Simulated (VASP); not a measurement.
A run of VASP 6.6.1 is set up as follows.

File INCAR:

```
SYSTEM = Sb
PREC     = Accurate       ! precision mode
ENCUT    = 520            ! plane-wave cutoff, eV
EDIFF    = 1E-6           ! SCF threshold, eV
ISMEAR   = 0              ! smearing method
SIGMA    = 0.1            ! smearing width, eV
LREAL    = .FALSE.        ! projectors in reciprocal space
LASPH    = .TRUE.         ! aspherical terms in the spheres
NELM     = 80             ! most SCF steps
ALGO     = Normal         ! electronic algorithm
ISIF     = 2              ! what is computed and relaxed
LWAVE    = .FALSE.        ! write WAVECAR
LCHARG   = .TRUE.         ! write CHGCAR
GGA      = PE             ! functional
LELF     = .TRUE.         ! ELF
LVHAR    = .TRUE.       
NBANDS   = 12             ! bands
```

File KPOINTS:

```
regular mesh
0
G
  8 8 8
  0 0 0
```

The input POSCAR:

```
Sb
1.0
    2.1964499421      1.2681209654      3.8317049867
   -2.1964499421      1.2681209654      3.8317049867
    0.0000000000     -2.5362419308      3.8317049867
Sb
2
Direct
    0.2334900000      0.2334900000      0.2334900000
    0.7665100000      0.7665100000      0.7665100000
```

Potentials or basis: VASP PAW PBE potentials, release 64 (Sb).

Launch:

```bash
$ cat potpaw_PBE.64/Sb/POTCAR > POTCAR
$ mpirun -np 1 vasp_std > vasp.out
```

Q: Estimate the band gap on the k mesh.

A: Zero (band 5 reaches 6.62 eV, above the bottom of band 6 at 6.34 eV).

Q: Estimate the largest force.

A: 0.100 eV/Å.

Q: Estimate the pressure.

A: -0.5 GPa.

Forces on the atoms (eV/Å):
```
Sb   0.000  0.000 -0.100
Sb   0.000  0.000  0.100
```

Caveat: spin-orbit coupling is left out, which moves the levels of the heavy elements.
